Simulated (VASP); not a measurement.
# Au (P6_3/mmc) in VASP: a series of runs

Runs on Au. Level: r2SCAN. Tasks: single point.

Everything below comes from runs of VASP 6.6.1. Logs are shortened: lines on timing, memory, paths and dates and some standing lists are left out, and cuts for length are marked.

## Step 1: The cell of the first run

The structure is hexagonal, space group P6_3/mmc (No. 194). Conventional cell: a = 2.813 Å, b = 2.813 Å, c = 4.807 Å, α = 90.00°, β = 90.00°, γ = 120.00°. Au (site symmetry -6m2) has 12 Au at 2.81 to 2.90 Å within 3.7 Å.

This isn't the form of Au at room conditions, which is fcc.

## Step 2: Single point, r2SCAN (strain -0.030 along x and y, -0.015 along z)

POSCAR

```
Au
1.0
    2.8129984581      0.0000000000      0.0000000000
   -1.4064992291      2.4361281255      0.0000000000
    0.0000000000      0.0000000000      4.8068000000
Au
2
Direct
    0.3333333333      0.6666666667      0.7500000000
    0.6666666667      0.3333333333      0.2500000000
```

INCAR.step1

```
ALGO     = Normal         # electronic algorithm
EDIFF    = 1E-4           # SCF threshold, eV
ENCUT    = 520            # plane-wave cutoff, eV
GGA      = PE             # functional
ISMEAR   = 0              # smearing method
LASPH    = True           # aspherical terms in the spheres
LCHARG   = False          # write CHGCAR
LREAL    = False          # projectors in reciprocal space
LWAVE    = True           # write WAVECAR
NBANDS   = 18             # bands
NELM     = 60             # most SCF steps
PREC     = Accurate       # precision mode
SIGMA    = 0.15           # smearing width, eV
```

INCAR.step2

```
ALGO     = Normal         # electronic algorithm
EDIFF    = 1E-7           # SCF threshold, eV
ENCUT    = 520            # plane-wave cutoff, eV
ISIF     = 2              # what is computed and relaxed
ISMEAR   = 0              # smearing method
ISTART   = 1            
LASPH    = True           # aspherical terms in the spheres
LCHARG   = False          # write CHGCAR
LMIXTAU  = True         
LREAL    = False          # projectors in reciprocal space
LWAVE    = False          # write WAVECAR
METAGGA  = R2SCAN         # meta-GGA
NBANDS   = 18             # bands
NELM     = 60             # most SCF steps
PREC     = Accurate       # precision mode
SIGMA    = 0.15           # smearing width, eV
```

KPOINTS

```
k-points
0
Gamma
  18 18 10
```

Potentials or basis: VASP PAW PBE potentials, release 64 (Au).

Launch:

```sh
$ cat potpaw_PBE.64/Au/POTCAR > POTCAR
$ cp INCAR.step1 INCAR
$ mpirun -np 1 vasp_std > vasp.out
$ cp INCAR.step2 INCAR
$ mpirun -np 1 vasp_std > vasp.out
```

OUTCAR:

```text
EDIFF = 1E-7
   ENCUT = 520
   ISIF = 2
   ISMEAR = 0
   ISTART = 1
   LASPH = True
   LREAL = False
   METAGGA = R2SCAN
   NELM = 60
   PREC = Accurate

 ion  position               nearest neighbor table
   1  0.333  0.667  0.750-   2 2.90   2 2.90   2 2.90   2 2.90   2 2.90   2 2.90
   2  0.667  0.333  0.250-   1 2.90   1 2.90   1 2.90   1 2.90   1 2.90   1 2.90

  LATTYP: Found a hexagonal cell.
 ALAT       =     2.8129984581
 C/A-ratio  =     1.7087815979

  Lattice vectors:

 A1 = (   2.8129984581,   0.0000000000,   0.0000000000)
 A2 = (  -1.4064992291,   2.4361281255,   0.0000000000)
 A3 = (   0.0000000000,   0.0000000000,   4.8068000000)

Analysis of symmetry for initial positions (statically):
=====================================================================
 Subroutine PRICEL returns:
 Original cell was already a primitive cell.

 Routine SETGRP: Setting up the symmetry group for a
 hexagonal supercell.

 Subroutine GETGRP returns: Found 24 space group operations
 (whereof 12 operations were pure point group operations)
 out of a pool of 24 trial point group operations.

The static configuration has the point symmetry D_3d.
 The point group associated with its full space group is D_6h.

Analysis of symmetry for dynamics (positions and initial velocities):
=====================================================================
 Subroutine PRICEL returns:
 Original cell was already a primitive cell.

 Routine SETGRP: Setting up the symmetry group for a
 hexagonal supercell.

 Subroutine GETGRP returns: Found 24 space group operations
 (whereof 12 operations were pure point group operations)
 out of a pool of 24 trial point group operations.

The dynamic configuration has the point symmetry D_3d.
 The point group associated with its full space group is D_6h.

 Subroutine INISYM returns: Found 24 space group operations
 (whereof 12 operations are pure point group operations),
 and found     1 'primitive' translations

----------------------------------------------------------------------------------------

                                     Primitive cell

  volume of cell :      32.9402

  direct lattice vectors                    reciprocal lattice vectors
     2.812998458  0.000000000  0.000000000     0.355492552  0.205243720  0.000000000
    -1.406499229  2.436128125  0.000000000     0.000000000  0.410487441  0.000000000
     0.000000000  0.000000000  4.806800000     0.000000000  0.000000000  0.208038612

  length of vectors
     2.812998458  2.812998458  4.806800000     0.410487441  0.410487441  0.208038612

  position of ions in fractional coordinates (direct lattice)
     0.333333333  0.666666667  0.750000000
     0.666666667  0.333333333  0.250000000

  ion indices of the primitive-cell ions
   primitive index   ion index
                 1           1
                 2           2

----------------------------------------------------------------------------------------

 KPOINTS: k-points

Automatic generation of k-mesh.
 Grid dimensions read from file:
 generate k-points for:   18   18   10

 Generating k-lattice:

  Cartesian coordinates                     Fractional coordinates (reciprocal lattice)
     0.019749586  0.011402429  0.000000000     0.055555556 -0.000000000  0.000000000
     0.000000000  0.022804858  0.000000000     0.000000000  0.055555556  0.000000000
     0.000000000  0.000000000  0.020803861     0.000000000  0.000000000  0.100000000

  Length of vectors
     0.022804858  0.022804858  0.020803861

  Shift w.r.t. Gamma in fractional coordinates (k-lattice)
     0.000000000  0.000000000  0.000000000

 Subroutine IBZKPT returns following result:
 ===========================================

 Found    222 irreducible k-points:

 Following reciprocal coordinates:
            Coordinates               Weight
  0.000000  0.000000  0.000000      1.000000
  0.055556 -0.000000  0.000000      6.000000
  0.111111 -0.000000  0.000000      6.000000
  0.166667  0.000000  0.000000      6.000000
  0.222222 -0.000000  0.000000      6.000000
  0.277778  0.000000  0.000000      6.000000
[... 16 lines left out ...]
  0.333333  0.111111  0.000000     12.000000
  0.388889  0.111111  0.000000     12.000000
 [... further k-points ...]
   k-points           NKPTS =    222   k-points in BZ     NKDIM =    222   number of bands    NBANDS=     18
   number of dos      NEDOS =    301   number of ions     NIONS =      2
   total plane-waves  NPLWV =  20736
   dimension x,y,z NGX =    24 NGY =   24 NGZ =   36
   dimension x,y,z NGXF=    48 NGYF=   48 NGZF=   72
   ions per type =               2
   NGX,Y,Z   is equivalent  to a cutoff of  14.18, 14.18, 12.45 a.u.
   NGXF,Y,Z  is equivalent  to a cutoff of  28.37, 28.37, 24.90 a.u.
 SYSTEM =  unknown system
   PREC   = accura    normal or accurate (medium, high low for compatibility)
   ISTART =      1    job   : 0-new  1-cont  2-samecut
   ICHARG =      0    charge: 1-file 2-atom 10-const
   ISPIN  =      1    spin polarized calculation?
   LNONCOLLINEAR =      F non collinear calculations
   LSORBIT =      F    spin-orbit coupling
   LASPH  =      T    aspherical Exc in radial PAW
   ENCUT  =  520.0 eV  38.22 Ry    6.18 a.u.   5.23  5.23  8.94*2*pi/ulx,y,z
   NELM   =     60;   NELMIN=  2; NELMDL=  0     # of ELM steps
   EDIFF  = 0.1E-06   stopping-criterion for ELM
   LREAL  =      F    real-space projection
   EDIFFG = 0.1E-05   stopping-criterion for IOM
   NSW    =      0    number of steps for IOM
   IBRION =     -1    ionic relax: 0-MD 1-quasi-New 2-CG
   NFREE  =      0    steps in history (QN), initial steepest desc. (CG)
   ISIF   =      2    stress and relaxation
   ISYM   =      2    0-nonsym 1-usesym 2-fastsym
   POTIM  = 0.5000    time-step for ionic-motion
   TEBEG  =    0.0;   TEEND  =   0.0 temperature during run
   PSTRESS=    0.0 pullay stress
   NELECT =      22.0000    total number of electrons
   NUPDOWN=      -1.0000    fix difference up-down
   EMIN   =  10.00;   EMAX   =-10.00  energy-range for DOS
   EFERMI =   0.00;   METHOD = LEGACY
   ISMEAR =     0;   SIGMA  =   0.15  broadening in eV -4-tet -1-fermi 0-gaus
   EFERMI_NEDOS =   21; number of points for ismear=-14 and -15
   IALGO  =     38    algorithm
   IMIX   =      4    mixing-type and parameters
     AMIX     =   0.40;   BMIX     =  1.00
     AMIX_MAG =   1.60;   BMIX_MAG =  1.00
  volume/ion in A,a.u.               =      16.47       111.15
  Fermi-wavevector in a.u.,A,eV,Ry     =   1.431003  2.704203 27.861591  2.047769
  Thomas-Fermi vector in A             =   2.550787
   LORBIT       =      0    0 simple, 1 ext, 2 COOP (PROOUT), +10 PAW based schemes
   METAGGA = R2SCAN    functional components
   LHFCALC =     F    Hartree Fock is set to
   AEXX    =    0.0000 exact exchange contribution
   IVDW    =     0    specifies the selected vdW correction
   LEPSILON=     F    determine dielectric tensor
   LRPA    =     F    only Hartree local field effects (RPA)
 non-spin polarized calculation
 Gauss-broadening in eV      SIGMA  =   0.15
  energy-cutoff  :      520.00
  volume of cell :       32.94
 maximum number of plane-waves:       906
 NGX is ok and might be reduce to    24
   NGX = 11   NGY = 11   NGZ = 17

 number of electron      22.0000000 magnetization

 Free energy of the ion-electron system (eV)
  ---------------------------------------------------
  ext. energy  EPLUGINS =         0.00000000
  ---------------------------------------------------
  free energy    TOTEN  =      -101.08959318 eV

  energy without entropy =     -101.08021228  energy(sigma->0) =     -101.08490273

 E-fermi :   9.9249     XC(G=0): -13.8706

 val. band max:        9.9237417278   @ k =   0.5000   0.0000   0.4000
 cond. band min:       9.9249773581   @ k =   0.2778   0.0556   0.3000
 fundamental gap:      0.0012356303
 Fermi energy:         9.9248739251

 k-point     1 :       0.0000    0.0000    0.0000
  band No.  band energies     occupation
      1      -0.5769      2.00000
      2       1.8162      2.00000
      3       4.4523      2.00000
      4       4.8554      2.00000
      5       4.8554      2.00000
      6       5.1717      2.00000
[... 10 lines left out ...]
     17      29.9103      0.00000
     18      29.9103      0.00000

 k-point     2 :       0.0556   -0.0000    0.0000
  band No.  band energies     occupation
      1      -0.4693      2.00000
      2       1.9079      2.00000
      3       4.4381      2.00000
      4       4.8619      2.00000
      5       4.9291      2.00000
      6       5.1302      2.00000
[... 10 lines left out ...]
     17      29.2759      0.00000
     18      29.3057      0.00000

 k-point     3 :       0.1111   -0.0000    0.0000
  band No.  band energies     occupation
      1      -0.1543      2.00000
      2       2.1653      2.00000
      3       4.3603      2.00000
      4       4.8990      2.00000
      5       5.0605      2.00000
      6       5.1459      2.00000
[... 10 lines left out ...]
     17      28.0792      0.00000
     18      28.9937      0.00000

 k-point     4 :       0.1667    0.0000    0.0000
  band No.  band energies     occupation
      1       0.3419      2.00000
      2       2.5203      2.00000
      3       4.2432      2.00000
      4       4.7890      2.00000
      5       5.0959      2.00000
      6       5.2365      2.00000
[... 375 lines left out ...]
      4       4.4627      2.00000
      5       4.8737      2.00000
      6       4.9132      2.00000
[... 10 lines left out ...]
     17      24.7041      0.00000
     18      26.5622      0.00000

 k-point    23 :       0.3333    0.1111    0.0000
  band No.  band energies     occupation
      1       2.6485      2.00000
      2       2.8127      2.00000
      3       3.2668      2.00000
      4       4.8195      2.00000
      5       4.8930      2.00000
      6       5.2199      2.00000
[... 10 lines left out ...]
     17      23.7174      0.00000
     18      25.8904      0.00000

 k-point    24 :       0.3889    0.1111    0.0000
  band No.  band energies     occupation
      1       2.6686      2.00000
      2       2.7515      2.00000
      3       3.0980      2.00000
      4       4.8267      2.00000
      5       5.0713      2.00000
      6       5.2610      2.00000
[... 10 lines left out ...]
     17      22.8601      0.00000
     18      25.4898      0.00000

 [... further k-points ...]
[... 5 lines left out ...]
  --------------------------------------------------------------------------------------
  -------------------------------------------------------------------------------------
  Total        2.7475533      2.7475533      2.2724495     -0.0000000     -0.0000000     -0.0000000
  in kB      133.6383300    133.6383300    110.5297395     -0.0000000     -0.0000000     -0.0000000
  external PRESSURE =     125.9354665 kB  Pullay stress =       0.0000000 kB

 VOLUME and BASIS-vectors are now :
 -----------------------------------------------------------------------------
  energy-cutoff  :      520.00
  volume of cell :       32.94
      direct lattice vectors                 reciprocal lattice vectors
     2.812998458  0.000000000  0.000000000     0.355492552  0.205243720  0.000000000
    -1.406499229  2.436128125  0.000000000     0.000000000  0.410487441  0.000000000
     0.000000000  0.000000000  4.806800000     0.000000000  0.000000000  0.208038612

 POSITION                                       TOTAL-FORCE (eV/Angst)
 -----------------------------------------------------------------------------------
     -0.00000      1.62409      3.60510        -0.000000      0.000000      0.000000
      1.40650      0.81204      1.20170         0.000000     -0.000000      0.000000
 -----------------------------------------------------------------------------------
    total drift:                               -0.000000      0.000000     -0.000000

  FREE ENERGIE OF THE ION-ELECTRON SYSTEM (eV)
  ---------------------------------------------------
  free  energy   TOTEN  =      -101.0895931803 eV

  energy  without entropy=     -101.0802122844  energy(sigma->0) =     -101.08490273
```

Wall time 5.7 min (1 thread of AMD EPYC 9R45 (Zen 5), shared host); peak memory 0.21 GiB.

What came out:

| Property | Result |
| --- | --- |
| Free energy | -101.0896 eV |
| Pressure | 12.6 GPa |
| Band gap on the k mesh | zero (bands 11 and 12 overlap by 7.70 eV) |

Stress tensor (GPa, compression positive):
```
13.36  0.00  0.00
 0.00 13.36  0.00
 0.00  0.00 11.05
```

Caveat: the cell differs from its parent crystal (strain -0.030 along x and y, -0.015 along z); the cell stands under pressure; the PAW data sets were made with another functional, which shifts forces and pressure a little; spin-orbit coupling is left out, which moves the levels of the heavy elements.

## Step 3: Single point, r2SCAN (strain -0.030 along x and y, +0.000 along z)

POSCAR: that of step 2 with these lines changed.

```diff
@@ -4,3 +4,3 @@
    -1.4064992291      2.4361281255      0.0000000000
-    0.0000000000      0.0000000000      4.8068000000
+    0.0000000000      0.0000000000      4.8800000000
 Au
```

INCAR.step1

```
SYSTEM = Au
PREC = Accurate
ENCUT = 520
ISMEAR = 0
SIGMA = 0.15
LREAL = .FALSE.
LASPH = .TRUE.
NELM = 80
NBANDS = 18
GGA = PE
ALGO = Normal
EDIFF = 1E-4
LWAVE = .TRUE.
LCHARG = .FALSE.
```

INCAR.step2

```
SYSTEM = Au
PREC = Accurate
ENCUT = 520
EDIFF = 1E-6
ISMEAR = 0
SIGMA = 0.15
LREAL = .FALSE.
LASPH = .TRUE.
NELM = 80
ALGO = Normal
ISIF = 2
LWAVE = .FALSE.
LCHARG = .FALSE.
METAGGA = R2SCAN
LMIXTAU = .TRUE.
NBANDS = 18
ISTART = 1
```

KPOINTS

```
Automatic mesh
0
G
  18 18 10
  0 0 0
```

Potentials or basis: VASP PAW PBE potentials, release 64 (Au).

Launch:

```sh
$ cat potpaw_PBE.64/Au/POTCAR > POTCAR
$ cp INCAR.step1 INCAR
$ mpirun -np 1 vasp_std > vasp.out
$ cp INCAR.step2 INCAR
$ mpirun -np 1 vasp_std > vasp.out
```

It took 5.3 min on 1 thread of AMD EPYC 9R45 (Zen 5), shared host; peak memory 0.21 GiB.

Results (log left out):

- Free energy: -101.1185 eV
- Pressure: 9.7 GPa
- Band gap on the k mesh: zero (bands 11 and 12 overlap by 7.61 eV)

Stress tensor (GPa, compression positive):
```
10.84  0.00  0.00
 0.00 10.84  0.00
 0.00  0.00  7.28
```

Levels at points of the mesh, in eV from the Fermi level:
| k point | band 8 | band 9 | band 10 | band 11 | band 12 | band 13 | band 14 | band 15 |
| --- | --- | --- | --- | --- | --- | --- | --- | --- |
| (0.00, 0.00, 0.00) | -3.78 | -3.78 | -2.49 | -2.49 | -1.36 | 2.36 | 15.56 | 15.88 |
| (0.50, 0.00, 0.00) | -2.33 | -2.00 | -1.85 | 0.46 | 1.82 | 5.88 | 7.49 | 7.66 |
| (0.00, 0.00, 0.50) | -5.03 | -2.96 | -2.96 | -2.96 | -2.96 | 10.47 | 10.47 | 15.84 |
| (0.50, 0.00, 0.50) | -2.72 | -1.91 | -1.91 | 0.52 | 0.52 | 4.32 | 4.32 | 13.46 |

Caveat: the cell differs from its parent crystal (strain -0.030 along x and y, +0.000 along z); the cell stands under pressure; the PAW data sets were made with another functional, which shifts forces and pressure a little; spin-orbit coupling is left out, which moves the levels of the heavy elements.

## Step 4: Single point, r2SCAN (strain -0.015 along x and y, -0.030 along z)

POSCAR

```
Au
1.0
    2.8564984343      0.0000000000      0.0000000000
   -1.4282492171      2.4738002100      0.0000000000
    0.0000000000      0.0000000000      4.7336000000
Au
2
Direct
    0.3333333333      0.6666666667      0.7500000000
    0.6666666667      0.3333333333      0.2500000000
```

INCAR.step1

```
SYSTEM = Au
ALGO = Normal ; EDIFF = 1E-4
ENCUT = 520 ; GGA = PE
ISMEAR = 0 ; LASPH = .True.
LCHARG = .False. ; LREAL = .False.
LWAVE = .True. ; NBANDS = 18
NELM = 100 ; PREC = Accurate
SIGMA = 0.15
```

INCAR.step2

```
SYSTEM = Au
ALGO = Normal ; EDIFF = 1E-6
ENCUT = 520 ; ISIF = 2
ISMEAR = 0 ; ISTART = 1
LASPH = .True. ; LCHARG = .False.
LMIXTAU = .True. ; LREAL = .False.
LWAVE = .False. ; METAGGA = R2SCAN
NBANDS = 18 ; NELM = 100
PREC = Accurate ; SIGMA = 0.15
```

KPOINTS

```
k-points
0
Gamma
  18 18 10
  0 0 0
```

Launch:

```sh
$ cat potpaw_PBE.64/Au/POTCAR > POTCAR
$ cp INCAR.step1 INCAR
$ mpirun -np 1 vasp_std > vasp.out
$ cp INCAR.step2 INCAR
$ mpirun -np 1 vasp_std > vasp.out
```

Wall time 5.3 min (1 thread of AMD EPYC 9R45 (Zen 5), shared host); peak memory 0.21 GiB.

Results (log left out):

```yaml
Free_energy: -101.1273 eV
Pressure: 9.1 GPa
Band_gap_on_the_k_mesh: zero (bands 11 and 12 overlap by 7.52 eV)
```

Stress tensor (GPa, compression positive):
```
8.87 0.00 0.00
0.00 8.87 0.00
0.00 0.00 9.57
```

Levels at points of the mesh, in eV from the Fermi level:
```
           k point  band 9  band 10  band 11  band 12  band 13  band 14
(0.00, 0.00, 0.00)   -3.93    -2.40    -2.40    -0.97     3.07    15.38
(0.50, 0.00, 0.00)   -2.10    -1.89     0.41     1.65     6.24     7.83
(0.00, 0.00, 0.50)   -2.89    -2.89    -2.89    -2.89    11.62    11.62
(0.50, 0.00, 0.50)   -1.97    -1.97     0.55     0.55     4.25     4.25
```

Caveat: the cell differs from its parent crystal (strain -0.015 along x and y, -0.030 along z); the cell stands under pressure; the PAW data sets were made with another functional, which shifts forces and pressure a little; spin-orbit coupling is left out, which moves the levels of the heavy elements.

(Part 1 of 2 ends here.)

The gap in the log of VASP goes by the Fermi energy; the results here count the filled bands.